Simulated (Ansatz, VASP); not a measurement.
# Sb: VASP beside Ansatz

Contents of POSCAR:

```
Sb
1.0
   -1.6150072721      1.6150072721      2.7781087645
    1.6150072721     -1.6150072721      2.7781087645
    1.6150072721      1.6150072721     -2.7781087645
Sb
1
Direct
    0.0000000000      0.0000000000      0.0000000000
```

INCAR.step1

```
ALGO = Normal
EDIFF = 1E-4
ENCUT = 520
GGA = PE
ISMEAR = -1
LASPH = T
LCHARG = F
LREAL = F
LWAVE = T
NBANDS = 8
NELM = 60
PREC = Accurate
SIGMA = 0.1
```

The input INCAR.step2:

```
ALGO = Normal
EDIFF = 1E-6
ENCUT = 520
ISIF = 2
ISMEAR = -1
ISTART = 1
LASPH = T
LCHARG = F
LMIXTAU = T
LREAL = F
LWAVE = F
METAGGA = R2SCAN
NBANDS = 8
NELM = 60
PREC = Accurate
SIGMA = 0.1
```

KPOINTS

```
k-points
0
Gamma
  13 13 13
```

Input for Ansatz:

```yaml
crystal:
  lattice:
    - [-1.6150072721363138, 1.6150072721363138, 2.778108764498719]
    - [1.6150072721363138, -1.6150072721363138, 2.778108764498719]
    - [1.6150072721363138, 1.6150072721363138, -2.778108764498719]
  atoms:
    - { symbol: Sb, position: [0.0, 0.0, 0.0] }
basis:
  ecutwfc: 600.0
kpoints:
  mp_grid:
    grid: [13, 13, 13]
hamiltonian:
  xc: r2scan
scf:
  occupations:
    method: fermi_dirac
    width: 0.1
output:
  stress: true
```

Alike in both runs: task single point; functional r2SCAN; k mesh 13 × 13 × 13; occupations fermi-dirac, width 0.1 eV; no spin polarisation.

|  | VASP | Ansatz |
| --- | --- | --- |
| version | VASP 6.6.1 | Ansatz 0.2.0 |
| potentials or method | VASP PAW PBE potentials, release 64 (Sb), cutoff 520 eV | plane waves, PAW |
| valence electrons in the cell | 5 | 15 |

```tsv
	VASP	Ansatz	Ansatz less VASP
pressure (GPa)	-2.8	-2.7	+0.08
traceless stress, the component that is largest in VASP (GPa)	1.22	1.25	+0.030
```

VASP's potentials were made for PBE, not for r2SCAN. The functional is the same, so the differences come from potentials, cutoffs and numerics. VASP's potentials hold 5 valence electrons a cell and Ansatz's 15, so a difference there can come from the potentials and not from the codes.

Spin-orbit coupling is off throughout.
